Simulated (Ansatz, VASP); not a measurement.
**One calculation of Ti4BeP, two programs**

```
Ti Be P
1.0
     3.53965    0.00000    0.00000
     0.00000    3.53965    0.00000
     0.00000    0.00000    6.10108
Ti Be P
4 1 1
Direct
  0.50000 0.00000 0.00000
  0.00000 0.50000 0.00000
  0.00000 0.00000 0.27700
  0.00000 0.00000 0.72300
  0.50000 0.50000 0.50000
  0.00000 0.00000 0.00000
```

Alike in both runs: task relaxation of cell and atoms; functional PBE; k mesh 6 × 6 × 4; occupations gaussian, width 0.1 eV; no spin polarisation.

|  | VASP | Ansatz |
| --- | --- | --- |
| version | VASP 6.6.1 | Ansatz 0.2.0 |
| potentials or method | VASP PAW PBE potentials, release 64 (Ti_sv, Be, P), cutoff 600 eV | scalar-relativistic, plane waves, PAW |
| valence electrons in the cell | 55 | 55 |

Ansatz gave:

```
gap on the k mesh at the Fermi level, each at its own relaxed structure (eV) : none
relaxed volume (Å³/atom)                                                     : 21.72
relaxed cell length with the largest relative difference (Å)                 : 6.676
```

Which values does VASP return?

gap on the k mesh at the Fermi level, each at its own relaxed structure (eV): none; relaxed volume (Å³/atom): 21.69; relaxed cell length with the largest relative difference (Å): 6.700.

A gap of «none» marks a metal or a gap that the smearing closes.

Noted on VASP's run: the volume moved by over 15 % at a fixed basis, so the end points are rough.
